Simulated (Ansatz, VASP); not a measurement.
**One calculation of Rh, two programs**

```
CELL_PARAMETERS angstrom
2.70582 0.00000 0.00000
-1.35291 2.34331 0.00000
0.00000 0.00000 4.35862
ATOMIC_POSITIONS crystal
Rh 0.33333 0.66667 0.25000
Rh 0.66667 0.33333 0.75000
```

Alike in both runs: task single point; functional RPBE; k mesh 15 × 15 × 8; occupations fermi-dirac, width 0.1 eV; no spin polarisation.

|  | VASP | Ansatz |
| --- | --- | --- |
| version | VASP 6.6.1 | Ansatz 0.2.0 |
| potentials or method | VASP PAW PBE potentials, release 64 (Rh_pv), cutoff 520 eV | plane waves (420 eV) with PAW, scalar-relativistic |
| valence electrons in the cell | 30 | 34 |

|  | VASP | Ansatz | Ansatz less VASP |
| --- | --- | --- | --- |
| pressure (GPa) | 10.7 | 10.5 | -0.13 |
| traceless stress, the component that is largest in VASP (GPa) | 0.08 | 0.06 | -0.023 |

VASP's potentials were made for PBE, not for RPBE. VASP's potentials hold 30 valence electrons a cell and Ansatz's 34, so a difference there can come from the potentials and not from the codes.
